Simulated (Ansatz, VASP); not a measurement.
## BaTe: VASP beside Ansatz

INCAR

```
PREC     = Accurate       # precision mode
ENCUT    = 520            # plane-wave cutoff, eV
EDIFF    = 1E-8           # SCF threshold, eV
ISMEAR   = -1             # smearing method
SIGMA    = 0.05           # smearing width, eV
LREAL    = F              # projectors in reciprocal space
LASPH    = T              # aspherical terms in the spheres
NELM     = 100            # most SCF steps
ALGO     = Normal         # electronic algorithm
ISIF     = 2              # what is computed and relaxed
LWAVE    = F              # write WAVECAR
LCHARG   = F              # write CHGCAR
GGA      = PE             # functional
LEFG     = T            
NBANDS   = 15             # bands
```

Contents of KPOINTS:

```
Automatic mesh
0
Gamma
  9 9 9
```

POSCAR

```
BaTe
1.0
    4.1564905238      0.0000000000      0.0000000000
    0.0000000000      4.1564905238      0.0000000000
    0.0000000000      0.0000000000      4.1564905238
Ba Te
1 1
Direct
    0.0000000000      0.0000000000      0.0000000000
    0.5000000000      0.5000000000      0.5000000000
```

Input for Ansatz:

```yaml
crystal:
  lattice:
    - [4.1564905238, 0.0, 0.0]
    - [0.0, 4.1564905238, 0.0]
    - [0.0, 0.0, 4.1564905238]
  atoms:
    - { symbol: Ba, position: [0.0, 0.0, 0.0] }
    - { symbol: Te, position: [0.5, 0.5, 0.5] }
kpoints:
  mp_grid: { grid: [9, 9, 9] }
scf:
  occupations: { method: fermi_dirac, width: 0.05 }
hamiltonian:
  xc: pbe
  pseudopotentials: { kind: all_electron, datasets: crystal }
output:
  forces: true
  stress: true
  eigenvalues: true
  efg: { contact_densities: true }
```

Change from the starting cell: volume scaled by 0.9405, crystal datasets.

Alike in both runs: task electric field gradients; functional PBE; k mesh 9 × 9 × 9; occupations fermi-dirac, width 0.05 eV; no spin polarisation.

|  | VASP | Ansatz |
| --- | --- | --- |
| version | VASP 6.6.1 | Ansatz 0.2.0 |
| potentials or method | VASP PAW PBE potentials, release 64 (Ba_sv, Te), cutoff 520 eV | all-electron PAW with datasets made for the crystal, scalar-relativistic |

|  | VASP | Ansatz | Ansatz less VASP |
| --- | --- | --- | --- |
| pressure (GPa) | 2.9 | 2.3 | -0.60 |

Ansatz ran all-electron here, and VASP with PAW potentials.

Neither program's run includes spin-orbit coupling.
